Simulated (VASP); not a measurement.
# TiSe (P6_3/mmc) in VASP: a series of runs

Runs on TiSe. Level: PBEsol. Tasks: single point.

Everything below comes from runs of VASP 6.6.1. Logs are shortened: lines on timing, memory, paths and dates and some standing lists are left out, and cuts for length are marked.

### Step 1. The cell of the first run

Symmetry: P6_3/mmc, No. 194, hexagonal system. Conventional cell: a = 3.559 Å, b = 3.559 Å, c = 6.220 Å, α = 90.00°, β = 90.00°, γ = 120.00°. Ti (site symmetry -3m) has 6 Se at 2.58 Å and 2 Ti at 3.11 Å within 3.4 Å. Se (site symmetry -6m2) has 6 Ti at 2.58 Å within 3.4 Å.

### Step 2. Single point, PBEsol

Input file INCAR:

```
SYSTEM = TiSe
PREC = Accurate ; ENCUT = 520
EDIFF = 1E-6 ; ISMEAR = 1
SIGMA = 0.15 ; LREAL = .False.
LASPH = .True. ; NELM = 80
ALGO = Normal ; ISIF = 2
LWAVE = .False. ; LCHARG = .False.
GGA = PS ; NBANDS = 26
```

Input file KPOINTS:

```
regular mesh
0
Gamma
  7 7 4
  0 0 0
```

Input file POSCAR:

```
TiSe
1.0
    3.5590000000      0.0000000000      0.0000000000
   -1.7795000000      3.0821844100      0.0000000000
    0.0000000000      0.0000000000      6.2200000000
Ti Se
2 2
Direct
    0.0000000000      0.0000000000      0.0000000000
    0.0000000000      0.0000000000      0.5000000000
    0.3333333339      0.6666666677      0.2500000000
    0.6666666661      0.3333333323      0.7500000000
```

Potentials or basis: VASP PAW PBE potentials, release 64 (Ti_sv, Se).

Started as:

```bash
$ cat potpaw_PBE.64/Ti_sv/POTCAR potpaw_PBE.64/Se/POTCAR > POTCAR
$ mpirun -np 1 vasp_std > vasp.out
```

OUTCAR:

```text
SYSTEM = TiSe
   PREC = Accurate
   ENCUT = 520
   EDIFF = 1E-6
   ISMEAR = 1
   LREAL = .False.
   LASPH = .True.
   NELM = 80
   ISIF = 2
   GGA = PS

 ion  position               nearest neighbor table
   1  0.000  0.000  0.000-   4 2.58   3 2.58   4 2.58   3 2.58   4 2.58   3 2.58
   2  0.000  0.000  0.500-   4 2.58   3 2.58   4 2.58   3 2.58   4 2.58   3 2.58
   3  0.333  0.667  0.250-   1 2.58   2 2.58   1 2.58   2 2.58   1 2.58   2 2.58
   4  0.667  0.333  0.750-   1 2.58   2 2.58   1 2.58   2 2.58   1 2.58   2 2.58

  LATTYP: Found a hexagonal cell.
 ALAT       =     3.5590000000
 C/A-ratio  =     1.7476819331

  Lattice vectors:

 A1 = (   3.5590000000,   0.0000000000,   0.0000000000)
 A2 = (  -1.7795000000,   3.0821844100,   0.0000000000)
 A3 = (   0.0000000000,   0.0000000000,   6.2200000000)

Analysis of symmetry for initial positions (statically):
=====================================================================
 Subroutine PRICEL returns:
 Original cell was already a primitive cell.

 Routine SETGRP: Setting up the symmetry group for a
 hexagonal supercell.

 Subroutine GETGRP returns: Found 24 space group operations
 (whereof 12 operations were pure point group operations)
 out of a pool of 24 trial point group operations.

The static configuration has the point symmetry D_3d.
 The point group associated with its full space group is D_6h.

Analysis of symmetry for dynamics (positions and initial velocities):
=====================================================================
 Subroutine PRICEL returns:
 Original cell was already a primitive cell.

 Routine SETGRP: Setting up the symmetry group for a
 hexagonal supercell.

 Subroutine GETGRP returns: Found 24 space group operations
 (whereof 12 operations were pure point group operations)
 out of a pool of 24 trial point group operations.

The dynamic configuration has the point symmetry D_3d.
 The point group associated with its full space group is D_6h.

 Subroutine INISYM returns: Found 24 space group operations
 (whereof 12 operations are pure point group operations),
 and found     1 'primitive' translations

----------------------------------------------------------------------------------------

                                     Primitive cell

  volume of cell :      68.2303

  direct lattice vectors                    reciprocal lattice vectors
     3.559000000  0.000000000  0.000000000     0.280977803  0.162222610  0.000000000
    -1.779500000  3.082184410  0.000000000     0.000000000  0.324445220  0.000000000
     0.000000000  0.000000000  6.220000000     0.000000000  0.000000000  0.160771704

  length of vectors
     3.559000000  3.558999998  6.220000000     0.324445220  0.324445220  0.160771704

  position of ions in fractional coordinates (direct lattice)
     0.000000000  0.000000000  0.000000000
     0.000000000  0.000000000  0.500000000
     0.333333334  0.666666668  0.250000000
     0.666666666  0.333333332  0.750000000

  ion indices of the primitive-cell ions
   primitive index   ion index
                 1           1
                 2           2
                 3           3
                 4           4

----------------------------------------------------------------------------------------

 KPOINTS: regular mesh

Automatic generation of k-mesh.
 Grid dimensions read from file:
 generate k-points for:    7    7    4

 Generating k-lattice:

  Cartesian coordinates                     Fractional coordinates (reciprocal lattice)
     0.040139686  0.023174659  0.000000000     0.142857143  0.000000000  0.000000000
     0.000000000  0.046349317  0.000000000     0.000000000  0.142857143  0.000000000
     0.000000000  0.000000000  0.040192926     0.000000000  0.000000000  0.250000000

  Length of vectors
     0.046349317  0.046349317  0.040192926

  Shift w.r.t. Gamma in fractional coordinates (k-lattice)
     0.000000000  0.000000000  0.000000000

 Subroutine IBZKPT returns following result:
 ===========================================

 Found     24 irreducible k-points:

 Following reciprocal coordinates:
            Coordinates               Weight
  0.000000  0.000000  0.000000      1.000000
  0.142857 -0.000000  0.000000      6.000000
  0.285714 -0.000000  0.000000      6.000000
  0.428571  0.000000  0.000000      6.000000
  0.142857  0.142857  0.000000      6.000000
  0.285714  0.142857  0.000000     12.000000
[... 16 lines left out ...]
  0.428571  0.142857  0.500000      6.000000
  0.285714  0.285714  0.500000      6.000000
   k-points           NKPTS =     24   k-points in BZ     NKDIM =     24   number of bands    NBANDS=     26
   number of dos      NEDOS =    301   number of ions     NIONS =      4
   total plane-waves  NPLWV =  37632
   dimension x,y,z NGX =    28 NGY =   28 NGZ =   48
   dimension x,y,z NGXF=    56 NGYF=   56 NGZF=   96
   ions per type =               2   2
   NGX,Y,Z   is equivalent  to a cutoff of  13.08, 13.08, 12.83 a.u.
   NGXF,Y,Z  is equivalent  to a cutoff of  26.16, 26.16, 25.66 a.u.
 SYSTEM =  TiSe
   PREC   = accura    normal or accurate (medium, high low for compatibility)
   ISTART =      0    job   : 0-new  1-cont  2-samecut
   ICHARG =      2    charge: 1-file 2-atom 10-const
   ISPIN  =      1    spin polarized calculation?
   LNONCOLLINEAR =      F non collinear calculations
   LSORBIT =      F    spin-orbit coupling
   LASPH  =      T    aspherical Exc in radial PAW
   ENCUT  =  520.0 eV  38.22 Ry    6.18 a.u.   6.62  6.62 11.57*2*pi/ulx,y,z
   NELM   =     80;   NELMIN=  2; NELMDL= -5     # of ELM steps
   EDIFF  = 0.1E-05   stopping-criterion for ELM
   LREAL  =      F    real-space projection
   EDIFFG = 0.1E-04   stopping-criterion for IOM
   NSW    =      0    number of steps for IOM
   IBRION =     -1    ionic relax: 0-MD 1-quasi-New 2-CG
   NFREE  =      0    steps in history (QN), initial steepest desc. (CG)
   ISIF   =      2    stress and relaxation
   ISYM   =      2    0-nonsym 1-usesym 2-fastsym
   POTIM  = 0.5000    time-step for ionic-motion
   TEBEG  =    0.0;   TEEND  =   0.0 temperature during run
   PSTRESS=    0.0 pullay stress
   NELECT =      36.0000    total number of electrons
   NUPDOWN=      -1.0000    fix difference up-down
   EMIN   =  10.00;   EMAX   =-10.00  energy-range for DOS
   EFERMI =   0.00;   METHOD = LEGACY
   ISMEAR =     1;   SIGMA  =   0.15  broadening in eV -4-tet -1-fermi 0-gaus
   EFERMI_NEDOS =   21; number of points for ismear=-14 and -15
   IALGO  =     38    algorithm
   IMIX   =      4    mixing-type and parameters
     AMIX     =   0.40;   BMIX     =  1.00
     AMIX_MAG =   1.60;   BMIX_MAG =  1.00
  volume/ion in A,a.u.               =      17.06       115.11
  Fermi-wavevector in a.u.,A,eV,Ry     =   1.322868  2.499859 23.809937  1.749981
  Thomas-Fermi vector in A             =   2.452518
   LORBIT       =      0    0 simple, 1 ext, 2 COOP (PROOUT), +10 PAW based schemes
   GGA     = PS    functional components
   LHFCALC =     F    Hartree Fock is set to
   AEXX    =    0.0000 exact exchange contribution
   IVDW    =     0    specifies the selected vdW correction
   LEPSILON=     F    determine dielectric tensor
   LRPA    =     F    only Hartree local field effects (RPA)
 non-spin polarized calculation
 Methfessel and Paxton  Order N= 1 SIGMA  =   0.15
  energy-cutoff  :      520.00
  volume of cell :       68.23
 maximum number of plane-waves:      1865
 NGX is ok and might be reduce to    28
   NGX = 13   NGY = 13   NGZ = 23

 number of electron      35.9999994 magnetization

 Free energy of the ion-electron system (eV)
  ---------------------------------------------------
  ext. energy  EPLUGINS =         0.00000000
  ---------------------------------------------------
  free energy    TOTEN  =       -28.93526608 eV

  energy without entropy =      -28.93877135  energy(sigma->0) =      -28.93643451

 E-fermi :   8.6954     XC(G=0): -11.4694

 val. band max:        8.6860013489   @ k =   0.1429   0.1429   0.5000
 cond. band min:       8.7023665790   @ k =   0.1429  -0.0000   0.2500
 fundamental gap:      0.0163652301
 Fermi energy:         8.6954083418

 k-point     1 :       0.0000    0.0000    0.0000
  band No.  band energies     occupation
      1     -48.4536      2.00000
      2     -48.4325      2.00000
      3     -24.9450      2.00000
      4     -24.8587      2.00000
      5     -24.8587      2.00000
      6     -24.8340      2.00000
[... 18 lines left out ...]
     25      11.9540      0.00000
     26      12.0464      0.00000

 k-point     2 :       0.1429   -0.0000    0.0000
  band No.  band energies     occupation
      1     -48.4521      2.00000
      2     -48.4312      2.00000
      3     -24.9394      2.00000
      4     -24.8779      2.00000
      5     -24.8630      2.00000
      6     -24.8501      2.00000
[... 18 lines left out ...]
     25      11.5624     -0.00000
     26      12.3371      0.00000

 k-point     3 :       0.2857   -0.0000    0.0000
  band No.  band energies     occupation
      1     -48.4487      2.00000
      2     -48.4281      2.00000
      3     -24.9278      2.00000
      4     -24.9196      2.00000
      5     -24.8858      2.00000
      6     -24.8726      2.00000
[... 18 lines left out ...]
     25      11.4111     -0.00000
     26      12.3159      0.00000

 k-point     4 :       0.4286    0.0000    0.0000
  band No.  band energies     occupation
      1     -48.4461      2.00000
      2     -48.4256      2.00000
      3     -24.9554      2.00000
      4     -24.9158      2.00000
      5     -24.9143      2.00000
      6     -24.8804      2.00000
[... 18 lines left out ...]
     25      12.1752      0.00000
     26      12.6573      0.00000
[... 496 lines left out ...]
      1     -48.4364      2.00000
      2     -48.4364      2.00000
      3     -24.9202      2.00000
      4     -24.9202      2.00000
      5     -24.8724      2.00000
      6     -24.8724      2.00000
[... 18 lines left out ...]
     25      11.7666      0.00000
     26      11.7666      0.00000

 k-point    23 :       0.4286    0.1429    0.5000
  band No.  band energies     occupation
      1     -48.4351      2.00000
      2     -48.4351      2.00000
      3     -24.9333      2.00000
      4     -24.9333      2.00000
      5     -24.8784      2.00000
      6     -24.8784      2.00000
[... 18 lines left out ...]
     25      12.2165      0.00000
     26      12.2288      0.00000

 k-point    24 :       0.2857    0.2857    0.5000
  band No.  band energies     occupation
      1     -48.4348      2.00000
      2     -48.4348      2.00000
      3     -24.9206      2.00000
      4     -24.9206      2.00000
      5     -24.8960      2.00000
      6     -24.8960      2.00000
[... 18 lines left out ...]
     25      12.3885      0.00000
     26      12.3885      0.00000

------------------------ aborting loop because EDIFF is reached ----------------------------------------

  FORCE on cell =-STRESS in cart. coord.  units (eV):
  Direction    XX          YY          ZZ          XY          YZ          ZX
  --------------------------------------------------------------------------------------
  -------------------------------------------------------------------------------------
  Total       -1.5555745     -1.5555745      2.3969312      0.0000000     -0.0000000     -0.0000000
  in kB      -36.5278742    -36.5278741     56.2845459      0.0000000     -0.0000000     -0.0000000
  external PRESSURE =      -5.5904008 kB  Pullay stress =       0.0000000 kB

 VOLUME and BASIS-vectors are now :
 -----------------------------------------------------------------------------
  energy-cutoff  :      520.00
  volume of cell :       68.23
      direct lattice vectors                 reciprocal lattice vectors
     3.559000000  0.000000000  0.000000000     0.280977803  0.162222610  0.000000000
    -1.779500000  3.082184410  0.000000000     0.000000000  0.324445220  0.000000000
     0.000000000  0.000000000  6.220000000     0.000000000  0.000000000  0.160771704

 POSITION                                       TOTAL-FORCE (eV/Angst)
 -----------------------------------------------------------------------------------
      0.00000      0.00000      0.00000         0.000000     -0.000000      0.000000
      0.00000      0.00000      3.11000         0.000000     -0.000000      0.000000
      0.00000      2.05479      1.55500        -0.000000      0.000000      0.000000
      1.77950      1.02739      4.66500         0.000000      0.000000     -0.000000
 -----------------------------------------------------------------------------------
    total drift:                               -0.000000      0.000000      0.000000

  FREE ENERGIE OF THE ION-ELECTRON SYSTEM (eV)
  ---------------------------------------------------
  free  energy   TOTEN  =       -28.9352660839 eV

  energy  without entropy=      -28.9387713505  energy(sigma->0) =      -28.93643451
```

It took 1.9 min on 1 thread of AMD EPYC 7R13, shared host; peak memory 0.17 GiB.

What came out:

* Free energy: -28.9353 eV
* Pressure: -0.6 GPa
* Band gap on the k mesh: zero (band 18 reaches 8.90 eV, above the bottom of band 19 at 8.24 eV)

Stress tensor (GPa, compression positive):
```
-3.65  0.00  0.00
 0.00 -3.65  0.00
 0.00  0.00  5.63
```

Caveat: the PAW data sets were made with another functional, which shifts forces and pressure a little.

### Step 3. Single point, PBEsol

Input file INCAR:

```
PREC = Accurate
ENCUT = 520
EDIFF = 1E-7
ISMEAR = 1
SIGMA = 0.15
LREAL = False
LASPH = True
NELM = 100
ALGO = Normal
ISIF = 2
LWAVE = False
LCHARG = False
GGA = PS
NBANDS = 26
```

Input file KPOINTS:

```
Automatic mesh
0
Gamma
  7 7 4
```

POSCAR is that of step 2.

Potentials or basis: VASP PAW PBE potentials, release 64 (Ti_sv, Se).

Started as:

```bash
$ cat potpaw_PBE.64/Ti_sv/POTCAR potpaw_PBE.64/Se/POTCAR > POTCAR
$ mpirun -np 1 vasp_std > vasp.out
```

It took 1.9 min on 1 thread of AMD EPYC 7R13, shared host; peak memory 0.17 GiB.

Results (log left out):

| Property | Result |
| --- | --- |
| Free energy | -28.9353 eV |
| Pressure | -0.5 GPa |
| Band gap on the k mesh | zero (band 18 reaches 8.90 eV, above the bottom of band 19 at 8.24 eV) |

Stress tensor (GPa, compression positive):
```
-3.63  0.00  0.00
 0.00 -3.63  0.00
 0.00  0.00  5.65
```

Levels at points of the mesh, in eV from the Fermi level:
```csv
k point,band 16,band 17,band 18,band 19,band 20,band 21
"(0.00, 0.00, 0.00)",-1.65,-1.65,-0.45,-0.45,-0.43,-0.43
"(0.00, 0.00, 0.50)",-3.39,0.10,0.10,0.10,0.10,0.12
```

Caveat: the PAW data sets were made with another functional, which shifts forces and pressure a little.
